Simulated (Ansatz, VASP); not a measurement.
## Ta: VASP beside Ansatz

```
CELL_PARAMETERS angstrom
-1.65128 1.65128 1.65128
1.65128 -1.65128 1.65128
1.65128 1.65128 -1.65128
ATOMIC_POSITIONS crystal
Ta 0.00000 0.00000 0.00000
```

Alike in both runs: task relaxation of cell and atoms; functional LDA; k mesh 8 × 8 × 8; occupations gaussian, width 0.1 eV; no spin polarisation.

```csv
,VASP,Ansatz
version,VASP 6.6.1,Ansatz 0.2.0
potentials or method,"VASP PAW LDA potentials, release 64 (Ta_sv_GW), cutoff 500 eV","scalar-relativistic, plane waves, PAW"
valence electrons in the cell,13,13
```

|  | VASP | Ansatz | Ansatz less VASP |
| --- | --- | --- | --- |
| gap on the k mesh at the Fermi level, each at its own relaxed structure (eV) | none | none | - |
| relaxed volume (Å³/atom) | 17.11 | 17.11 | -0.003 |
| relaxed length of the cell vector where the two differ most in proportion (Å) | 2.812 | 2.811 | -0.0001 |

Ansatz warns that its potentials were made for another functional, while VASP's fit it. LDA's correlation is that of Perdew and Zunger in VASP and of Perdew and Wang (1992) in Ansatz. A gap of «none» marks a metal or a gap that the smearing closes.

Neither program's run includes spin-orbit coupling.
